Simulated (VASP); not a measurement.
Al2O3:

```
CELL_PARAMETERS angstrom
3.01748 0.00000 0.00000
-1.50874 2.61322 0.00000
0.00000 0.00000 7.57464
ATOMIC_POSITIONS crystal
Al 0.00000 0.00000 0.72205
Al 0.00000 0.00000 0.27795
O 0.00000 0.00000 0.50000
O 0.66667 0.33333 0.80055
O 0.33333 0.66667 0.19945
```

Base run:

* Program: VASP 6.6.1
* Functional: PBEsol
* Potentials or basis: VASP PAW PBE potentials, release 64 (Al, O)
* Cutoff: 520 eV
* k mesh: 10 × 10 × 4
* Occupations: fermi-dirac, width 0.05 eV
* Spin: no spin polarisation

Its results: band gap on the k mesh 2.19 eV, direct; pressure -3.5 GPa; largest force 0.188 eV/Å.

The run is repeated on the same cell with these changes: dispersion from none to D3(BJ). What comes out?

Band gap on the k mesh 2.19 eV, direct; pressure -5.4 GPa; largest force 0.190 eV/Å.

Dispersion adds attraction, which lowers the pressure at fixed volume and, as a term added to the energy, leaves the levels alone.

Caveats: the PAW data sets were made with another functional, which shifts forces and pressure a little; three body term missing (some runs).

A k mesh can miss the band edges.
